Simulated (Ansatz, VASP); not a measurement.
## TaF3: VASP beside Ansatz

```
Ta F
1.0
     3.92600    0.00000    0.00000
     0.00000    3.92600    0.00000
     0.00000    0.00000    7.70319
Ta F
2 6
Direct
  0.00000 0.00000 0.75000
  0.00000 0.00000 0.25000
  0.50000 0.00000 0.62696
  0.50000 0.00000 0.37304
  0.00000 0.50000 0.87304
  0.00000 0.50000 0.12696
  0.00000 0.00000 0.00000
  0.00000 0.00000 0.50000
```

Alike in both runs: task single point; functional PBE; k mesh 4 × 4 × 2; occupations gaussian, width 0.1 eV; collinear spin.

|  | VASP | Ansatz |
| --- | --- | --- |
| version | VASP 6.6.1 | Ansatz 0.2.0 |
| potentials or method | VASP PAW PBE potentials, release 64 (Ta_pv, F), cutoff 520 eV | scalar-relativistic, plane waves, PAW |
| valence electrons in the cell | 64 | 68 |

```csv
,VASP,Ansatz,Ansatz less VASP
gap on the k mesh at the Fermi level (eV),none,none,-
pressure (GPa),16.7,16.5,-0.19
"traceless stress, the component that is largest in VASP (GPa)",22.60,22.25,-0.351
rms of the force components (eV/Å),2.243,2.251,+0.0076
net moment per atom (μB),0.47,0.47,+0.003
size of the moment on the site where the two differ most (μB),1.32,0.63,-0.694
```

Site moments also hang on the region over which each program counts them. Atom by atom the forces differ by 0.008 eV/Å (rms over components). A gap of «none» marks a metal or a gap that the smearing closes. VASP's potentials hold 64 valence electrons a cell and Ansatz's 68, so a difference there can come from the potentials and not from the codes.

The k mesh is coarse, so the values compare programs but aren't converged. Spin-orbit coupling is off throughout.
